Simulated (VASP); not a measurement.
The system is Mg2C.

```
C Mg
1.0
     0.00000    2.69603    2.71095
     2.69603    0.00000    2.71095
     2.69603    2.69603    0.00000
C Mg
1 2
Direct
  0.00000 0.00000 0.00000
  0.25000 0.25000 0.25000
  0.75000 0.75000 0.75000
```

This cell differs from its parent crystal: epitaxial xy strain -0.6%.

Base run:

```yaml
Program: VASP 6.6.1
Functional: PBE
Potentials_or_basis: VASP PAW PBE potentials, release 64 (C, Mg)
Cutoff: 520 eV
k_mesh: 8 × 8 × 8
Occupations: fermi-dirac, width 0.02 eV
Spin: no spin polarisation
```

Its results: band gap on the k mesh 0.72 eV (least direct gap 1.56 eV); pressure 2.9 GPa.

**Question.** The run is repeated on the same cell with these changes: functional from PBE to r2SCAN; occupations from fermi-dirac, width 0.02 eV to gaussian, width 0.01 eV. What comes out?

**Answer.** Band gap on the k mesh 1.10 eV (least direct gap 2.02 eV); pressure 0.7 GPa.

Caveats: the structure was generated, so it needn't be the stable form of Mg2C; semilocal functionals underestimate gaps, and a narrow one can read as zero (at least some runs); the PAW data sets were made with another functional, which shifts forces and pressure a little (at least some runs).

A k mesh can miss the band edges.
